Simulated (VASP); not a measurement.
# SiGe (P6_3mc) in VASP: further runs

SiGe is run at these levels: LDA; tasks: single point.

Program: VASP 6.6.1. These are calculated values, not measurements. Logs are shortened: lines on timing, memory, paths and dates and some standing lists are left out, and cuts for length are marked.

**1. The cell of the first run**

The structure is hexagonal, space group P6_3mc (No. 186). The conventional cell has a = 3.937 Å, b = 3.937 Å, c = 6.506 Å, α = 90.00°, β = 90.00°, γ = 120.00°. Within 3.1 Å of Si (site symmetry 3m) lie 4 Ge at 2.38 to 2.43 Å. Ge (site symmetry 3m) has 4 Si at 2.38 to 2.43 Å within 3.1 Å.

**2. Single point, LDA (atoms shifted along a free coordinate)**

File INCAR:

```
SYSTEM = SiGe
  ALGO = Normal
  EDIFF = 1E-7
  ENCUT = 520
  GGA = CA
  ISIF = 2
  ISMEAR = 0
  LASPH = .True.
  LCHARG = .False.
  LREAL = .False.
  LWAVE = .False.
  NBANDS = 26
  NELM = 60
  PREC = Accurate
  SIGMA = 0.03
```

File KPOINTS:

```
k-points
0
Gamma
  12 12 6
  0 0 0
```

File POSCAR:

```
SiGe
1.0
    3.9371113814      0.0000000000      0.0000000000
   -1.9685556907      3.4096384739      0.0000000000
    0.0000000000      0.0000000000      6.5064941378
Si Ge
2 2
Direct
    0.6666666667      0.3333333333      0.8745031008
    0.3333333333      0.6666666667      0.3745031008
    0.6666666667      0.3333333333      0.5083148150
    0.3333333333      0.6666666667      0.0083148150
```

Potentials or basis: VASP PAW LDA potentials, release 64 (Si, Ge_d).

On the command line:

```
$ cat potpaw_LDA.64/Si/POTCAR potpaw_LDA.64/Ge_d/POTCAR > POTCAR
$ mpirun -np 1 vasp_std > vasp.out
```

OUTCAR:

```text
SYSTEM = SiGe
   EDIFF = 1E-7
   ENCUT = 520
   GGA = CA
   ISIF = 2
   ISMEAR = 0
   LASPH = .True.
   LREAL = .False.
   NELM = 60
   PREC = Accurate

 ion  position               nearest neighbor table
   1  0.667  0.333  0.875-   3 2.38   4 2.43   4 2.43   4 2.43
   2  0.333  0.667  0.375-   4 2.38   3 2.43   3 2.43   3 2.43
   3  0.667  0.333  0.508-   1 2.38   2 2.43   2 2.43   2 2.43
   4  0.333  0.667  0.008-   2 2.38   1 2.43   1 2.43   1 2.43

  LATTYP: Found a hexagonal cell.
 ALAT       =     3.9371113814
 C/A-ratio  =     1.6526060625

  Lattice vectors:

 A1 = (   3.9371113814,   0.0000000000,   0.0000000000)
 A2 = (  -1.9685556907,   3.4096384739,   0.0000000000)
 A3 = (   0.0000000000,   0.0000000000,   6.5064941378)

Analysis of symmetry for initial positions (statically):
=====================================================================
 Subroutine PRICEL returns:
 Original cell was already a primitive cell.

 Routine SETGRP: Setting up the symmetry group for a
 hexagonal supercell.

 Subroutine GETGRP returns: Found 12 space group operations
 (whereof  6 operations were pure point group operations)
 out of a pool of 24 trial point group operations.

The static configuration has the point symmetry C_3v.
 The point group associated with its full space group is C_6v.

Analysis of symmetry for dynamics (positions and initial velocities):
=====================================================================
 Subroutine PRICEL returns:
 Original cell was already a primitive cell.

 Routine SETGRP: Setting up the symmetry group for a
 hexagonal supercell.

 Subroutine GETGRP returns: Found 12 space group operations
 (whereof  6 operations were pure point group operations)
 out of a pool of 24 trial point group operations.

The dynamic configuration has the point symmetry C_3v.
 The point group associated with its full space group is C_6v.

 Subroutine INISYM returns: Found 12 space group operations
 (whereof  6 operations are pure point group operations),
 and found     1 'primitive' translations

----------------------------------------------------------------------------------------

                                     Primitive cell

  volume of cell :      87.3440

  direct lattice vectors                    reciprocal lattice vectors
     3.937111381  0.000000000  0.000000000     0.253993322  0.146643113  0.000000000
    -1.968555691  3.409638474  0.000000000     0.000000000  0.293286226  0.000000000
     0.000000000  0.000000000  6.506494138     0.000000000  0.000000000  0.153692600

  length of vectors
     3.937111381  3.937111381  6.506494138     0.293286226  0.293286226  0.153692600

  position of ions in fractional coordinates (direct lattice)
     0.666666667  0.333333333  0.874503101
     0.333333333  0.666666667  0.374503101
     0.666666667  0.333333333  0.508314815
     0.333333333  0.666666667  0.008314815

  ion indices of the primitive-cell ions
   primitive index   ion index
                 1           1
                 2           2
                 3           3
                 4           4

----------------------------------------------------------------------------------------

 KPOINTS: k-points

Automatic generation of k-mesh.
 Grid dimensions read from file:
 generate k-points for:   12   12    6

 Generating k-lattice:

  Cartesian coordinates                     Fractional coordinates (reciprocal lattice)
     0.021166110  0.012220259  0.000000000     0.083333333 -0.000000000  0.000000000
     0.000000000  0.024440519  0.000000000     0.000000000  0.083333333  0.000000000
     0.000000000  0.000000000  0.025615433     0.000000000  0.000000000  0.166666667

  Length of vectors
     0.024440519  0.024440519  0.025615433

  Shift w.r.t. Gamma in fractional coordinates (k-lattice)
     0.000000000  0.000000000  0.000000000

 Subroutine IBZKPT returns following result:
 ===========================================

 Found     76 irreducible k-points:

 Following reciprocal coordinates:
            Coordinates               Weight
  0.000000  0.000000  0.000000      1.000000
  0.083333  0.000000  0.000000      6.000000
  0.166667  0.000000  0.000000      6.000000
  0.250000  0.000000  0.000000      6.000000
  0.333333  0.000000  0.000000      6.000000
  0.416667  0.000000  0.000000      6.000000
[... 16 lines left out ...]
  0.250000  0.000000  0.166667     12.000000
  0.333333  0.000000  0.166667     12.000000
 [... further k-points ...]
   k-points           NKPTS =     76   k-points in BZ     NKDIM =     76   number of bands    NBANDS=     26
   number of dos      NEDOS =    301   number of ions     NIONS =      4
   total plane-waves  NPLWV =  43200
   dimension x,y,z NGX =    30 NGY =   30 NGZ =   48
   dimension x,y,z NGXF=    60 NGYF=   60 NGZF=   96
   ions per type =               2   2
   NGX,Y,Z   is equivalent  to a cutoff of  12.67, 12.67, 12.26 a.u.
   NGXF,Y,Z  is equivalent  to a cutoff of  25.34, 25.34, 24.53 a.u.
 SYSTEM =  SiGe
   PREC   = accura    normal or accurate (medium, high low for compatibility)
   ISTART =      0    job   : 0-new  1-cont  2-samecut
   ICHARG =      2    charge: 1-file 2-atom 10-const
   ISPIN  =      1    spin polarized calculation?
   LNONCOLLINEAR =      F non collinear calculations
   LSORBIT =      F    spin-orbit coupling
   LASPH  =      T    aspherical Exc in radial PAW
   ENCUT  =  520.0 eV  38.22 Ry    6.18 a.u.   7.32  7.32 12.10*2*pi/ulx,y,z
   NELM   =     60;   NELMIN=  2; NELMDL= -5     # of ELM steps
   EDIFF  = 0.1E-06   stopping-criterion for ELM
   LREAL  =      F    real-space projection
   EDIFFG = 0.1E-05   stopping-criterion for IOM
   NSW    =      0    number of steps for IOM
   IBRION =     -1    ionic relax: 0-MD 1-quasi-New 2-CG
   NFREE  =      0    steps in history (QN), initial steepest desc. (CG)
   ISIF   =      2    stress and relaxation
   ISYM   =      2    0-nonsym 1-usesym 2-fastsym
   POTIM  = 0.5000    time-step for ionic-motion
   TEBEG  =    0.0;   TEEND  =   0.0 temperature during run
   PSTRESS=    0.0 pullay stress
   NELECT =      36.0000    total number of electrons
   NUPDOWN=      -1.0000    fix difference up-down
   EMIN   =  10.00;   EMAX   =-10.00  energy-range for DOS
   EFERMI =   0.00;   METHOD = LEGACY
   ISMEAR =     0;   SIGMA  =   0.03  broadening in eV -4-tet -1-fermi 0-gaus
   EFERMI_NEDOS =   21; number of points for ismear=-14 and -15
   IALGO  =     38    algorithm
   IMIX   =      4    mixing-type and parameters
     AMIX     =   0.40;   BMIX     =  1.00
     AMIX_MAG =   1.60;   BMIX_MAG =  1.00
  volume/ion in A,a.u.               =      21.84       147.36
  Fermi-wavevector in a.u.,A,eV,Ry     =   1.218329  2.302308 20.195480  1.484326
  Thomas-Fermi vector in A             =   2.353619
   LORBIT       =      0    0 simple, 1 ext, 2 COOP (PROOUT), +10 PAW based schemes
   GGA     = CA    functional components
   LHFCALC =     F    Hartree Fock is set to
   AEXX    =    0.0000 exact exchange contribution
   IVDW    =     0    specifies the selected vdW correction
   LEPSILON=     F    determine dielectric tensor
   LRPA    =     F    only Hartree local field effects (RPA)
 non-spin polarized calculation
 Gauss-broadening in eV      SIGMA  =   0.03
  energy-cutoff  :      520.00
  volume of cell :       87.34
 maximum number of plane-waves:      2382
 NGX is ok and might be reduce to    30
   NGX = 15   NGY = 15   NGZ = 25

 number of electron      36.0000001 magnetization

 Free energy of the ion-electron system (eV)
  ---------------------------------------------------
  ext. energy  EPLUGINS =         0.00000000
  ---------------------------------------------------
  free energy    TOTEN  =       -22.13330110 eV

  energy without entropy =      -22.13330107  energy(sigma->0) =      -22.13330108

 E-fermi :   5.4106     XC(G=0):  -9.8694

 val. band max:        5.3265488471   @ k =   0.0000   0.0000   0.0000
 cond. band min:       5.5032964903   @ k =   0.4167   0.0000   0.3333
 fundamental gap:      0.1767476432
 Fermi energy:         5.4105885654

 k-point     1 :       0.0000    0.0000    0.0000
  band No.  band energies     occupation
      1     -19.4913      2.00000
      2     -19.4910      2.00000
      3     -19.4831      2.00000
      4     -19.4831      2.00000
      5     -19.4803      2.00000
      6     -19.4803      2.00000
[... 18 lines left out ...]
     25       9.5099      0.00000
     26      11.5061      0.00000

 k-point     2 :       0.0833    0.0000    0.0000
  band No.  band energies     occupation
      1     -19.4910      2.00000
      2     -19.4908      2.00000
      3     -19.4833      2.00000
      4     -19.4829      2.00000
      5     -19.4803      2.00000
      6     -19.4799      2.00000
[... 18 lines left out ...]
     25       9.8111      0.00000
     26      11.1054      0.00000

 k-point     3 :       0.1667    0.0000    0.0000
  band No.  band energies     occupation
      1     -19.4907      2.00000
      2     -19.4901      2.00000
      3     -19.4837      2.00000
      4     -19.4822      2.00000
      5     -19.4803      2.00000
      6     -19.4789      2.00000
[... 18 lines left out ...]
     25      10.3301      0.00000
     26      10.5954      0.00000

 k-point     4 :       0.2500    0.0000    0.0000
  band No.  band energies     occupation
      1     -19.4907      2.00000
      2     -19.4889      2.00000
      3     -19.4841      2.00000
      4     -19.4813      2.00000
      5     -19.4800      2.00000
      6     -19.4776      2.00000
[... 18 lines left out ...]
     25      11.5253      0.00000
     26      11.6641      0.00000

 k-point     5 :       0.3333    0.0000    0.0000
  band No.  band energies     occupation
      1     -19.4910      2.00000
      2     -19.4878      2.00000
      3     -19.4847      2.00000
      4     -19.4806      2.00000
      5     -19.4795      2.00000
      6     -19.4764      2.00000
[... 18 lines left out ...]
     25      11.6998      0.00000
     26      12.4248      0.00000

 k-point     6 :       0.4167    0.0000    0.0000
  band No.  band energies     occupation
      1     -19.4914      2.00000
      2     -19.4870      2.00000
      3     -19.4851      2.00000
      4     -19.4802      2.00000
      5     -19.4790      2.00000
      6     -19.4756      2.00000
[... 427 lines left out ...]
 k-point    21 :       0.0833    0.0000    0.1667
  band No.  band energies     occupation
      1     -19.4910      2.00000
      2     -19.4908      2.00000
      3     -19.4831      2.00000
      4     -19.4827      2.00000
      5     -19.4805      2.00000
      6     -19.4801      2.00000
[... 18 lines left out ...]
     25       9.6006      0.00000
     26      11.3974      0.00000

 k-point    22 :       0.1667    0.0000    0.1667
  band No.  band energies     occupation
      1     -19.4907      2.00000
      2     -19.4902      2.00000
      3     -19.4834      2.00000
      4     -19.4819      2.00000
      5     -19.4805      2.00000
      6     -19.4791      2.00000
[... 18 lines left out ...]
     25      10.3706      0.00000
     26      10.7517      0.00000

 k-point    23 :       0.2500    0.0000    0.1667
  band No.  band energies     occupation
      1     -19.4907      2.00000
      2     -19.4893      2.00000
      3     -19.4837      2.00000
      4     -19.4811      2.00000
      5     -19.4802      2.00000
      6     -19.4778      2.00000
[... 18 lines left out ...]
     25      11.2500      0.00000
     26      11.3967      0.00000

 k-point    24 :       0.3333    0.0000    0.1667
  band No.  band energies     occupation
      1     -19.4910      2.00000
      2     -19.4885      2.00000
      3     -19.4839      2.00000
      4     -19.4803      2.00000
      5     -19.4797      2.00000
      6     -19.4767      2.00000
[... 18 lines left out ...]
     25      12.0922      0.00000
     26      12.4651      0.00000

 [... further k-points ...]

------------------------ aborting loop because EDIFF is reached ----------------------------------------

  FORCE on cell =-STRESS in cart. coord.  units (eV):
  Direction    XX          YY          ZZ          XY          YZ          ZX
  --------------------------------------------------------------------------------------
  -------------------------------------------------------------------------------------
  Total       -2.5175491     -2.5175491     -1.2166909      0.0000000      0.0000000      0.0000000
  in kB      -46.1801623    -46.1801623    -22.3181289      0.0000000      0.0000000      0.0000000
  external PRESSURE =     -38.2261512 kB  Pullay stress =       0.0000000 kB

 VOLUME and BASIS-vectors are now :
 -----------------------------------------------------------------------------
  energy-cutoff  :      520.00
  volume of cell :       87.34
      direct lattice vectors                 reciprocal lattice vectors
     3.937111381  0.000000000  0.000000000     0.253993322  0.146643113  0.000000000
    -1.968555691  3.409638474  0.000000000     0.000000000  0.293286226  0.000000000
     0.000000000  0.000000000  6.506494138     0.000000000  0.000000000  0.153692600

 POSITION                                       TOTAL-FORCE (eV/Angst)
 -----------------------------------------------------------------------------------
      1.96856      1.13655      5.68995        -0.000000     -0.000000      0.633649
     -0.00000      2.27309      2.43670        -0.000000      0.000000      0.633649
      1.96856      1.13655      3.30735         0.000000      0.000000     -0.633649
     -0.00000      2.27309      0.05410        -0.000000     -0.000000     -0.633649
 -----------------------------------------------------------------------------------
    total drift:                               -0.000000     -0.000001     -0.003202

  FREE ENERGIE OF THE ION-ELECTRON SYSTEM (eV)
  ---------------------------------------------------
  free  energy   TOTEN  =       -22.1333010987 eV

  energy  without entropy=      -22.1333010667  energy(sigma->0) =      -22.13330108
```

It took 2.3 min on 1 thread of Intel Xeon Platinum 8259CL at 2.50GHz (Skylake/Cascade Lake), shared host; peak memory 0.26 GiB.

What came out:

```yaml
Free_energy: -22.1333 eV
Pressure: -3.8 GPa
Largest_force: 0.634 eV/Å
Band_gap_on_the_k_mesh: 0.18 eV (least direct gap 0.28 eV)
```

Forces in eV/Å, atoms in the order of the input:
```
Si   0.000  0.000  0.634
Si   0.000  0.000  0.634
Ge   0.000  0.000 -0.634
Ge   0.000  0.000 -0.634
```

Stress tensor (GPa, compression positive):
```
-4.62  0.00  0.00
 0.00 -4.62  0.00
 0.00  0.00 -2.23
```

Caveat: the cell differs from its parent crystal (atoms shifted along a free coordinate); the cell stands under tension. A k mesh can miss the band edges.

**3. Single point, LDA**

File INCAR:

```
SYSTEM = SiGe
  ALGO = Normal
  EDIFF = 1E-6
  ENCUT = 520
  ISIF = 2
  ISMEAR = 0
  LASPH = .True.
  LCHARG = .True.
  LELF = .True.
  LREAL = .False.
  LVHAR = .True.
  LWAVE = .False.
  NBANDS = 26
  NELM = 60
  PREC = Accurate
  SIGMA = 0.03
```

KPOINTS is that of step 2.

POSCAR: that of step 2 with these lines changed.

```diff
@@ -10,3 +10,3 @@
     0.3333333333      0.6666666667      0.3745031008
-    0.6666666667      0.3333333333      0.5083148150
-    0.3333333333      0.6666666667      0.0083148150
+    0.6666666667      0.3333333333      0.5004958992
+    0.3333333333      0.6666666667      0.0004958992
```

Potentials or basis: VASP PAW LDA potentials, release 64 (Si, Ge_d).

On the command line:

```
$ cat potpaw_LDA.64/Si/POTCAR potpaw_LDA.64/Ge_d/POTCAR > POTCAR
$ mpirun -np 1 vasp_std > vasp.out
```

Run time: 2 min. Hardware: 1 thread of Intel Xeon Platinum 8259CL at 2.50GHz (Skylake/Cascade Lake), shared host; peak memory 0.26 GiB.

The run converged. Its results:

| Quantity | Value |
| --- | --- |
| Free energy | -22.1658 eV |
| Pressure | -3.8 GPa |
| Largest force | 0.019 eV/Å |
| Band gap on the k mesh | 0.30 eV |

Forces on the atoms (eV/Å):
```
Si   0.000  0.000  0.019
Si   0.000  0.000  0.019
Ge   0.000  0.000 -0.019
Ge   0.000  0.000 -0.019
```

Levels at points of the mesh, in eV from the valence-band top:
```csv
k point,band 14,band 15,band 16,band 17,band 18,band 19,band 20,band 21,band 22,band 23
"(0.00, 0.00, 0.00)",-1.52,-1.52,-0.30,0.00,0.00,0.30,1.11,2.05,2.05,2.60
"(0.50, 0.00, 0.00)",-6.33,-4.61,-3.06,-2.91,-1.48,0.40,1.87,3.20,3.33,4.12
"(0.00, 0.00, 0.50)",-4.53,-0.93,-0.93,-0.93,-0.93,1.08,1.08,3.08,3.08,3.08
"(0.50, 0.00, 0.50)",-7.48,-2.53,-2.53,-2.43,-2.43,0.59,0.59,1.83,1.83,5.72
```

Caveat: the cell stands under tension.

**4. Single point, LDA (atoms shifted along a free coordinate)**

File INCAR:

```
SYSTEM = SiGe
  PREC = Accurate
  ENCUT = 520
  EDIFF = 1E-6
  ISMEAR = 0
  SIGMA = 0.03
  LREAL = .False.
  LASPH = .True.
  NELM = 60
  ALGO = Normal
  ISIF = 2
  LWAVE = .False.
  LCHARG = .True.
  GGA = CA
  LELF = .True.
  LVHAR = .True.
  NBANDS = 26
```

File KPOINTS:

```
regular mesh
0
Gamma
  12 12 6
  0 0 0
```

POSCAR: that of step 3 with these lines changed.

```diff
@@ -10,3 +10,3 @@
     0.3333333333      0.6666666667      0.3745031008
-    0.6666666667      0.3333333333      0.5004958992
-    0.3333333333      0.6666666667      0.0004958992
+    0.6666666667      0.3333333333      0.4848580677
+    0.3333333333      0.6666666667     -0.0151419323
```

On the command line:

```
$ cat potpaw_LDA.64/Si/POTCAR potpaw_LDA.64/Ge_d/POTCAR > POTCAR
$ mpirun -np 1 vasp_std > vasp.out
```

Wall time 2.1 min (1 thread of Intel Xeon Platinum 8259CL at 2.50GHz (Skylake/Cascade Lake), shared host); peak memory 0.26 GiB.

Results (log left out):

| Item | Value |
| --- | --- |
| Free energy | -22.0641 eV |
| Pressure | -3.5 GPa |
| Largest force | 0.960 eV/Å |
| Band gap on the k mesh | 0.06 eV (least direct gap 0.18 eV) |

Forces on the atoms (eV/Å):
```
Si   0.000  0.000 -0.960
Si   0.000  0.000 -0.960
Ge   0.000  0.000  0.960
Ge   0.000  0.000  0.960
```

Stress tensor (GPa, compression positive):
```
-2.12  0.00  0.00
 0.00 -2.12  0.00
 0.00  0.00 -6.14
```

Levels at points of the mesh, in eV from the valence-band top:
| k point | band 15 | band 16 | band 17 | band 18 | band 19 | band 20 | band 21 | band 22 |
| --- | --- | --- | --- | --- | --- | --- | --- | --- |
| (0.00, 0.00, 0.00) | -1.72 | -0.37 | -0.37 | -0.03 | 0.15 | 1.02 | 2.06 | 2.06 |
| (0.50, 0.00, 0.00) | -4.47 | -3.27 | -2.72 | -1.84 | 0.16 | 1.68 | 3.51 | 3.65 |
| (0.00, 0.00, 0.50) | -1.17 | -1.17 | -1.17 | -1.17 | 0.74 | 0.74 | 2.94 | 2.94 |
| (0.50, 0.00, 0.50) | -2.68 | -2.68 | -2.40 | -2.40 | 0.55 | 0.55 | 1.53 | 1.53 |

Caveat: the cell differs from its parent crystal (atoms shifted along a free coordinate); the cell stands under tension. A k mesh can miss the band edges.

**5. Overview**

| cell | gap on the mesh (eV) | pressure (GPa) | largest force (eV/Å) |
| --- | --- | --- | --- |
| as given, atomic positions A | 0.18 | -3.8 | 0.63 |
| as given, atomic positions B | 0.30 | -3.8 | 0.02 |
| as given, atomic positions C | 0.06 | -3.5 | 0.96 |

Alike in all rows: task single point; level LDA; potentials or basis VASP PAW LDA potentials, release 64 (Si, Ge_d); no spin polarisation; k mesh 12 × 12 × 6; cutoff (eV) 520; smearing gaussian 0.03 eV.

Caveats: the cell stands under tension.

Total energies depend on the potentials used, so only differences within one code and one set of settings carry meaning.
